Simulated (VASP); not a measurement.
# Pd (Im-3m) in VASP: notebook

Aim: see how the results for Pd move with the level of theory and the settings. Levels: PBE0, HSE06. Tasks: single point.

Program: VASP 6.6.1. These are calculated values, not measurements. Logs are shortened: lines on timing, memory, paths and dates and some standing lists are left out, and cuts for length are marked.

### Step 1. The cell of the first run

It takes space group Im-3m (No. 229, cubic). Conventional cell: a = 3.145 Å, b = 3.145 Å, c = 3.145 Å, α = 90.00°, β = 90.00°, γ = 90.00°. Pd (site symmetry m-3m) has 14 Pd at 2.72 to 3.14 Å within 3.6 Å.

This isn't the form of Pd at room conditions, which is fcc.

### Step 2. Single point, PBE0

Contents of POSCAR:

```
Pd
1.0
   -1.5722810000      1.5722810000      1.5722810000
    1.5722810000     -1.5722810000      1.5722810000
    1.5722810000      1.5722810000     -1.5722810000
Pd
1
Direct
    0.0000000000      0.0000000000      0.0000000000
```

Contents of INCAR.step1:

```
ALGO     = Normal         # electronic algorithm
EDIFF    = 1E-5           # SCF threshold, eV
ENCUT    = 470            # plane-wave cutoff, eV
GGA      = PE             # functional
GGA_COMPAT= False        
ISIF     = 2              # what is computed and relaxed
ISMEAR   = -1             # smearing method
LASPH    = True           # aspherical terms in the spheres
LCHARG   = False          # write CHGCAR
LREAL    = False          # projectors in reciprocal space
LWAVE    = True           # write WAVECAR
NBANDS   = 15             # bands
NELM     = 120            # most SCF steps
PREC     = Accurate       # precision mode
SIGMA    = 0.05           # smearing width, eV
```

Contents of INCAR.step2:

```
AEXX     = 0.25           # exact-exchange fraction
ALGO     = Normal         # electronic algorithm
EDIFF    = 1E-6           # SCF threshold, eV
ENCUT    = 470            # plane-wave cutoff, eV
GGA      = PE             # functional
GGA_COMPAT= False        
ISIF     = 2              # what is computed and relaxed
ISMEAR   = -1             # smearing method
ISTART   = 1            
LASPH    = True           # aspherical terms in the spheres
LCHARG   = False          # write CHGCAR
LHFCALC  = True           # exact exchange
LREAL    = False          # projectors in reciprocal space
LWAVE    = False          # write WAVECAR
NBANDS   = 15             # bands
NELM     = 120            # most SCF steps
PREC     = Accurate       # precision mode
PRECFOCK = Normal       
SIGMA    = 0.05           # smearing width, eV
```

Contents of KPOINTS:

```
k-points
0
Gamma
  6 6 6
```

Potentials or basis: VASP PAW PBE potentials, release 64 (Pd_sv_GW).

Command:

```
$ cat potpaw_PBE.64/Pd_sv_GW/POTCAR > POTCAR
$ cp INCAR.step1 INCAR
$ mpirun -np 1 vasp_std > vasp.out
$ cp INCAR.step2 INCAR
$ mpirun -np 1 vasp_std > vasp.out
```

OUTCAR:

```text
AEXX = 0.25
   EDIFF = 1E-6
   ENCUT = 470
   GGA = PE
   ISIF = 2
   ISMEAR = -1
   ISTART = 1
   LASPH = True
   LHFCALC = True
   LREAL = False
   NELM = 120
   PREC = Accurate
   PRECFOCK = Normal

 ion  position               nearest neighbor table
   1  0.000  0.000  0.000-

  LATTYP: Found a body centered cubic cell.
 ALAT       =     3.1445620000

  Lattice vectors:

 A1 = (  -1.5722810000,   1.5722810000,   1.5722810000)
 A2 = (   1.5722810000,  -1.5722810000,   1.5722810000)
 A3 = (   1.5722810000,   1.5722810000,  -1.5722810000)

Analysis of symmetry for initial positions (statically):
=====================================================================
 Subroutine PRICEL returns:
 Original cell was already a primitive cell.

 Routine SETGRP: Setting up the symmetry group for a
 body centered cubic supercell.

 Subroutine GETGRP returns: Found 48 space group operations
 (whereof 48 operations were pure point group operations)
 out of a pool of 48 trial point group operations.

The static configuration has the point symmetry O_h .

Analysis of symmetry for dynamics (positions and initial velocities):
=====================================================================
 Subroutine PRICEL returns:
 Original cell was already a primitive cell.

 Routine SETGRP: Setting up the symmetry group for a
 body centered cubic supercell.

 Subroutine GETGRP returns: Found 48 space group operations
 (whereof 48 operations were pure point group operations)
 out of a pool of 48 trial point group operations.

The dynamic configuration has the point symmetry O_h .

 Subroutine INISYM returns: Found 48 space group operations
 (whereof 48 operations are pure point group operations),
 and found     1 'primitive' translations

----------------------------------------------------------------------------------------

                                     Primitive cell

  volume of cell :      15.5471

  direct lattice vectors                    reciprocal lattice vectors
    -1.572281000  1.572281000  1.572281000     0.000000000  0.318009313  0.318009313
     1.572281000 -1.572281000  1.572281000     0.318009313  0.000000000  0.318009313
     1.572281000  1.572281000 -1.572281000     0.318009313  0.318009313  0.000000000

  length of vectors
     2.723270576  2.723270576  2.723270576     0.449733083  0.449733083  0.449733083

  position of ions in fractional coordinates (direct lattice)
     0.000000000  0.000000000  0.000000000

  ion indices of the primitive-cell ions
   primitive index   ion index
[... 80 lines left out ...]
   EFERMI_NEDOS =   21; number of points for ismear=-14 and -15
   IALGO  =     38    algorithm
   IMIX   =      1    mixing-type and parameters
     AMIX     =   0.40;   BMIX     =  1.00
     AMIX_MAG =   1.60;   BMIX_MAG =  1.00
  volume/ion in A,a.u.               =      15.55       104.92
  Fermi-wavevector in a.u.,A,eV,Ry     =   1.719025  3.248486 40.205850  2.955047
  Thomas-Fermi vector in A             =   2.795728
   LORBIT       =      0    0 simple, 1 ext, 2 COOP (PROOUT), +10 PAW based schemes
   GGA     = PE    functional components
   LHFCALC =     T    Hartree Fock is set to
   PRECFOCK=normal    Normal, Fast or Accurate (Low or Medium for compatibility)
   ENCUT4O =  -1.0   cutoff for four orbital integrals eV
   NKREDX  =     1    reduce k-point grid by
   NKREDY  =     1    reduce k-point grid by
   NKREDZ  =     1    reduce k-point grid by
   AEXX    =    0.2500 exact exchange contribution
   HFSCREEN=    0.0000 screening length (either q_TF or 0.3 A-1)
   HFSCREENC=   0.0000 screening length for correlation (either q_TF or 0.3 A-1)
   ENCUTFOCK=  -1.0 apply spherical cutoff to Coloumb kernel
   IVDW    =     0    specifies the selected vdW correction
   LEPSILON=     F    determine dielectric tensor
   LRPA    =     F    only Hartree local field effects (RPA)
 non-spin polarized calculation
  energy-cutoff  :      470.00
  volume of cell :       15.55
 maximum number of plane-waves:       370
  NGX = 16; NGY = 16; NGZ = 16

 number of electron      17.9999988 magnetization

 Free energy of the ion-electron system (eV)
  ---------------------------------------------------
  ext. energy  EPLUGINS =         0.00000000
  ---------------------------------------------------
  free energy    TOTEN  =        -3.00717317 eV

  energy without entropy =       -3.00398557  energy(sigma->0) =       -3.00557937

 E-fermi :   6.9262     XC(G=0): -10.2921

 val. band max:        6.2852798037   @ k =   0.1667   0.1667   0.0000
 cond. band min:       7.0461222508   @ k =  -0.3333   0.5000   0.1667
 fundamental gap:      0.7608424471
 Fermi energy:         6.9262290666

 k-point     1 :       0.0000    0.0000    0.0000
  band No.  band energies     occupation
      1     -81.7117      2.00000
      2     -45.8527      2.00000
      3     -45.8527      2.00000
      4     -45.8527      2.00000
      5      -0.4812      2.00000
      6       3.3003      2.00000
      7       3.3003      2.00000
      8       3.3003      2.00000
      9       5.0739      2.00000
     10       5.0739      2.00000
     11      27.9037      0.00000
     12      27.9037      0.00000
     13      27.9037      0.00000
     14      36.3994      0.00000
[... 257 lines left out ...]
      2     -46.1724      2.00000
      3     -46.1724      2.00000
      4     -46.1724      2.00000
      5       0.8740      2.00000
      6       0.8740      2.00000
      7       7.5839      0.00000
      8       7.5839      0.00000
      9       7.5839      0.00000
     10      17.7594      0.00000
     11      17.7594      0.00000
     12      17.7594      0.00000
     13      26.0460      0.00000
     14      26.0460      0.00000
     15      26.3405      0.00000

------------------------ aborting loop because EDIFF is reached ----------------------------------------

  FORCE on cell =-STRESS in cart. coord.  units (eV):
  Direction    XX          YY          ZZ          XY          YZ          ZX
  --------------------------------------------------------------------------------------
  -------------------------------------------------------------------------------------
  Total       -1.0468788     -1.0468788     -1.0468788     -0.0000000      0.0000000      0.0000000
  in kB     -107.8838696   -107.8838696   -107.8838696     -0.0000000      0.0000000      0.0000000
  external PRESSURE =    -107.8838696 kB  Pullay stress =       0.0000000 kB

 VOLUME and BASIS-vectors are now :
 -----------------------------------------------------------------------------
  energy-cutoff  :      470.00
  volume of cell :       15.55
      direct lattice vectors                 reciprocal lattice vectors
    -1.572281000  1.572281000  1.572281000     0.000000000  0.318009313  0.318009313
     1.572281000 -1.572281000  1.572281000     0.318009313  0.000000000  0.318009313
     1.572281000  1.572281000 -1.572281000     0.318009313  0.318009313  0.000000000

 POSITION                                       TOTAL-FORCE (eV/Angst)
 -----------------------------------------------------------------------------------
      0.00000      0.00000      0.00000         0.000000      0.000000     -0.000000
 -----------------------------------------------------------------------------------
    total drift:                               -0.000000     -0.000000      0.000000

  FREE ENERGIE OF THE ION-ELECTRON SYSTEM (eV)
  ---------------------------------------------------
  free  energy   TOTEN  =        -3.0071731701 eV

  energy  without entropy=       -3.0039855663  energy(sigma->0) =       -3.00557937
```

OUTCAR.step1:

```text
EDIFF = 1E-5
   ENCUT = 470
   GGA = PE
   ISIF = 2
   ISMEAR = -1
   LASPH = True
[... 491 lines left out ...]

 POSITION                                       TOTAL-FORCE (eV/Angst)
 -----------------------------------------------------------------------------------
      0.00000      0.00000      0.00000        -0.000000      0.000000      0.000000
 -----------------------------------------------------------------------------------
    total drift:                                0.000000     -0.000000      0.000000

  FREE ENERGIE OF THE ION-ELECTRON SYSTEM (eV)
  ---------------------------------------------------
  free  energy   TOTEN  =        -3.7351789326 eV

  energy  without entropy=       -3.7228465084  energy(sigma->0) =       -3.72901272
```

Wall time 9.7 min (1 thread of Intel Xeon Platinum 8488C (Sapphire Rapids), shared host); peak memory 0.14 GiB.

Results:

```yaml
Free_energy: -3.0072 eV
Pressure: -10.8 GPa
Band_gap_on_the_k_mesh: zero (bands 9 and 10 overlap by 2.86 eV)
```

Levels at points of the mesh, in eV from the Fermi level:
| k point | band 5 | band 6 | band 7 | band 8 | band 9 | band 10 | band 11 | band 12 | band 13 | band 14 |
| --- | --- | --- | --- | --- | --- | --- | --- | --- | --- | --- |
| (0.00, 0.00, 0.00) | -7.41 | -3.63 | -3.63 | -3.63 | -1.85 | -1.85 | 20.98 | 20.98 | 20.98 | 29.47 |
| (0.50, 0.00, 0.00) | -5.94 | -4.82 | -1.81 | -1.51 | 1.01 | 2.55 | 9.40 | 16.80 | 19.50 | 25.91 |
| (0.50, 0.50, 0.50) | -6.05 | -6.05 | 0.66 | 0.66 | 0.66 | 10.83 | 10.83 | 10.83 | 19.12 | 19.12 |

Caveat: the k points lie up to 0.47 Å⁻¹ apart, too coarse for converged energies and pressures of a metal; the PAW data sets were made with another functional, which shifts forces and pressure a little.

### Step 3. Single point, HSE06

This run uses another cell than the first one, of 16.17 Å³/atom.

Contents of POSCAR:

```
Pd
1.0
   -1.5929712806      1.5929712806      1.5929712806
    1.5929712806     -1.5929712806      1.5929712806
    1.5929712806      1.5929712806     -1.5929712806
Pd
1
Direct
    0.0000000000      0.0000000000      0.0000000000
```

Contents of INCAR.step1:

```
SYSTEM = Pd
  PREC = Accurate
  ENCUT = 520
  EDIFF = 1E-5
  ISMEAR = -1
  SIGMA = 0.05
  LREAL = .FALSE.
  LASPH = .TRUE.
  NELM = 100
  ALGO = Normal
  ISIF = 2
  LWAVE = .TRUE.
  LCHARG = .FALSE.
  NBANDS = 11
  GGA = PE
```

Contents of INCAR.step2:

```
SYSTEM = Pd
  PREC = Accurate
  ENCUT = 520
  EDIFF = 1E-6
  ISMEAR = -1
  SIGMA = 0.05
  LREAL = .FALSE.
  LASPH = .TRUE.
  NELM = 100
  ALGO = Normal
  ISIF = 2
  LWAVE = .FALSE.
  LCHARG = .FALSE.
  GGA = PE
  LHFCALC = .TRUE.
  HFSCREEN = 0.2079
  PRECFOCK = Normal
  NBANDS = 11
  ISTART = 1
```

Contents of KPOINTS:

```
regular mesh
0
G
  8 8 8
  0 0 0
```

Potentials or basis: VASP PAW PBE potentials, release 64 (Pd).

Command:

```
$ cat potpaw_PBE.64/Pd/POTCAR > POTCAR
$ cp INCAR.step1 INCAR
$ mpirun -np 1 vasp_std > vasp.out
$ cp INCAR.step2 INCAR
$ mpirun -np 1 vasp_std > vasp.out
```

It took 17 min on 1 thread of Intel Xeon Platinum 8488C (Sapphire Rapids), shared host; peak memory 0.25 GiB.

It converged, with:

* Free energy: -5.9250 eV
* Pressure: -9.0 GPa
* Band gap on the k mesh: zero (bands 5 and 6 overlap by 2.02 eV)

Levels at points of the mesh, in eV from the Fermi level:
| k point | band 1 | band 2 | band 3 | band 4 | band 5 | band 6 | band 7 | band 8 | band 9 | band 10 |
| --- | --- | --- | --- | --- | --- | --- | --- | --- | --- | --- |
| (0.00, 0.00, 0.00) | -6.69 | -3.00 | -3.00 | -3.00 | -1.37 | -1.37 | 20.68 | 20.68 | 20.68 | 28.48 |
| (0.50, 0.00, 0.00) | -5.24 | -4.17 | -1.34 | -1.08 | 0.65 | 2.26 | 8.64 | 16.33 | 18.69 | 24.92 |
| (0.50, 0.50, 0.50) | -5.33 | -5.33 | 0.23 | 0.23 | 0.23 | 10.21 | 10.21 | 10.21 | 18.23 | 18.23 |

Caveat: the cell stands under tension; the PAW data sets were made with another functional, which shifts forces and pressure a little.

### Step 4. Single point, PBE0

This run uses another cell than the first one, of 14.89 Å³/atom.

Contents of POSCAR:

```
Pd
1.0
   -1.5498360620      1.5498360620      1.5498360620
    1.5498360620     -1.5498360620      1.5498360620
    1.5498360620      1.5498360620     -1.5498360620
Pd
1
Direct
    0.0000000000      0.0000000000      0.0000000000
```

Contents of INCAR.step1:

```
SYSTEM = Pd
  ALGO = Normal
  EDIFF = 1E-5
  ENCUT = 470
  GGA = PE
  GGA_COMPAT = .False.
  ISIF = 2
  ISMEAR = -1
  LASPH = .True.
  LCHARG = .False.
  LREAL = .False.
  LWAVE = .True.
  NBANDS = 15
  NELM = 120
  PREC = Accurate
  SIGMA = 0.05
```

Contents of INCAR.step2:

```
SYSTEM = Pd
  AEXX = 0.25
  ALGO = Normal
  EDIFF = 1E-6
  ENCUT = 470
  GGA = PE
  GGA_COMPAT = .False.
  ISIF = 2
  ISMEAR = -1
  ISTART = 1
  LASPH = .True.
  LCHARG = .False.
  LHFCALC = .True.
  LREAL = .False.
  LWAVE = .False.
  NBANDS = 15
  NELM = 120
  PREC = Accurate
  PRECFOCK = Normal
  SIGMA = 0.05
```

Contents of KPOINTS:

```
k-points
0
Gamma
  6 6 6
  0 0 0
```

Potentials or basis: VASP PAW PBE potentials, release 64 (Pd_sv_GW).

Command:

```
$ cat potpaw_PBE.64/Pd_sv_GW/POTCAR > POTCAR
$ cp INCAR.step1 INCAR
$ mpirun -np 1 vasp_std > vasp.out
$ cp INCAR.step2 INCAR
$ mpirun -np 1 vasp_std > vasp.out
```

It took 21 min on 1 thread of Intel Xeon 6975P-C (Granite Rapids), shared host; peak memory 0.14 GiB.

The run converged. Its results:

| Quantity | Value |
| --- | --- |
| Free energy | -3.0239 eV |
| Pressure | -4.0 GPa |
| Band gap on the k mesh | zero (bands 9 and 10 overlap by 3.01 eV) |

Levels at points of the mesh, in eV from the Fermi level:
```tsv
k point	band 6	band 7	band 8	band 9	band 10	band 11	band 12	band 13
(0.00, 0.00, 0.00)	-3.84	-3.84	-3.84	-1.93	-1.93	21.08	21.08	21.08
(0.50, 0.00, 0.00)	-5.11	-1.88	-1.56	1.08	2.47	9.78	16.91	19.95
(0.50, 0.50, 0.50)	-6.43	0.69	0.69	0.69	11.01	11.01	11.01	19.66
```

Caveat: the k points lie up to 0.48 Å⁻¹ apart, too coarse for converged energies and pressures of a metal; the PAW data sets were made with another functional, which shifts forces and pressure a little.

### Step 5. Summary

```csv
level,potentials or basis,cell,k mesh,cutoff (eV),screening parameter,gap on the mesh (eV),pressure (GPa)
PBE0,"VASP PAW PBE potentials, release 64 (Pd_sv_GW)","a = 2.723 Å, angles 109.5°, 1 atom",6 × 6 × 6,470,-,none,-10.8
HSE06,"VASP PAW PBE potentials, release 64 (Pd)","a = 2.759 Å, angles 109.5°, 1 atom",8 × 8 × 8,520,0.2079 1/Å,none,-9.0
PBE0,"VASP PAW PBE potentials, release 64 (Pd_sv_GW)","a = 2.684 Å, angles 109.5°, 1 atom",6 × 6 × 6,470,-,none,-4.0
```

Alike in all rows: task single point; no spin polarisation; smearing fermi-dirac 0.05 eV.

Caveats: some runs use coarse meshes; the PAW data sets were made with another functional, which shifts forces and pressure a little; the cell stands under tension (at least some runs).

Absolute energies hang on the potentials; compare differences alone.

The gap in the log of VASP goes by the Fermi energy; the results here count the filled bands.